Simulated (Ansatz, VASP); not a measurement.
**Two plane-wave programs on Si3Ru**

Contents of INCAR:

```
SYSTEM = Si3Ru
ALGO     = Normal         ! electronic algorithm
EDIFF    = 1E-7           ! SCF threshold, eV
ENCUT    = 520            ! plane-wave cutoff, eV
GGA      = PE             ! functional
ISIF     = 2              ! what is computed and relaxed
ISMEAR   = 0              ! smearing method
LASPH    = .True.         ! aspherical terms in the spheres
LCHARG   = .False.        ! write CHGCAR
LREAL    = .False.        ! projectors in reciprocal space
LWAVE    = .False.        ! write WAVECAR
NBANDS   = 21             ! bands
NELM     = 100            ! most SCF steps
PREC     = Accurate       ! precision mode
SIGMA    = 0.1            ! smearing width, eV
```

File KPOINTS:

```
k-points
0
Gamma
  12 12 12
  0 0 0
```

POSCAR

```
Si3Ru
1.0
    3.7817332909      0.0000000000      0.0000000000
    0.0000000000      3.7817332909      0.0000000000
    0.0000000000      0.0000000000      3.7817332909
Si Ru
3 1
Direct
    0.0000000000      0.5000000000      0.5000000000
    0.5000000000      0.0000000000      0.5000000000
    0.5000000000      0.5000000000      0.0000000000
    0.0000000000      0.0000000000      0.0000000000
```

Input for Ansatz:

```yaml
crystal:
  lattice:
    - [3.7817332909, 0.0, 0.0]
    - [0.0, 3.7817332909, 0.0]
    - [0.0, 0.0, 3.7817332909]
  atoms:
    - { symbol: Si, position: [0.0, 0.5, 0.5] }
    - { symbol: Si, position: [0.5, 0.0, 0.5] }
    - { symbol: Si, position: [0.5, 0.5, 0.0] }
    - { symbol: Ru, position: [0.0, 0.0, 0.0] }
basis:
  ecutwfc: 420
kpoints:
  mp_grid: { grid: [12, 12, 12] }
  band_path:
    path:
      - [[0.0, 0.0, 0.0], [0.0, 0.5, 0.0], [0.5, 0.5, 0.0], [0.0, 0.0, 0.0], [0.5, 0.5, 0.5], [0.0, 0.5, 0.0]]
      - [[0.5, 0.5, 0.5], [0.5, 0.5, 0.0]]
    npoints: 14
hamiltonian:
  xc: pbe
scf:
  occupations: { method: gaussian, width: 0.1 }
  n_extra_bands: 10
output:
  forces: true
  stress: true
  eigenvalues: true
  populations: true
  dos: { projected: true, de: 0.02, nscf_kmesh: { grid: [15, 15, 15] } }
  bader: true
  write_density: true
  write_potential: true
  elf: true
  volumetric_format: npy
```

Alike in both runs: task single point; functional PBE; k mesh 12 × 12 × 12; occupations gaussian, width 0.1 eV; no spin polarisation.

|  | VASP | Ansatz |
| --- | --- | --- |
| version | VASP 6.6.1 | Ansatz 0.2.0 |
| potentials or method | VASP PAW PBE potentials, release 64 (Si, Ru_pv), cutoff 520 eV | scalar-relativistic, plane waves, PAW |
| valence electrons in the cell | 26 | 28 |

Ansatz gave:

```
gap on the k mesh at the Fermi level (eV) : none
pressure (GPa)                            : 0.0
```

**Question.** Estimate VASP's values.

**Answer.** gap on the k mesh at the Fermi level (eV): none; pressure (GPa): -0.1.

A gap of «none» marks a metal or a gap that the smearing closes. With one functional, cell and mesh, what is left measures potentials, basis and numerics. VASP's potentials hold 26 valence electrons a cell and Ansatz's 28, so a difference there can come from the potentials and not from the codes.
